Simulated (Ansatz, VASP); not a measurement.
# One calculation of Ca, two programs

```
Ca
1.0
     3.75849    0.00000    0.00000
    -1.87924    3.25495    0.00000
     0.00000    0.00000    6.16731
Ca
2
Direct
  0.33333 0.66667 0.25000
  0.66667 0.33333 0.75000
```

Alike in both runs: task single point; functional BLYP; k mesh 11 × 11 × 6; occupations fermi-dirac, width 0.1 eV; no spin polarisation.

|  | VASP | Ansatz |
| --- | --- | --- |
| version | VASP 6.6.1 | Ansatz 0.2.0 |
| potentials or method | VASP PAW PBE potentials, release 64 (Ca_sv), cutoff 520 eV | plane waves (420 eV) with PAW, scalar-relativistic |
| valence electrons in the cell | 20 | 20 |

|  | VASP | Ansatz | Ansatz less VASP |
| --- | --- | --- | --- |
| pressure (GPa) | 2.6 | 2.5 | -0.02 |
| traceless stress, the component that is largest in VASP (GPa) | 0.10 | 0.10 | -0.001 |

VASP's potentials were made for PBE, not for BLYP.
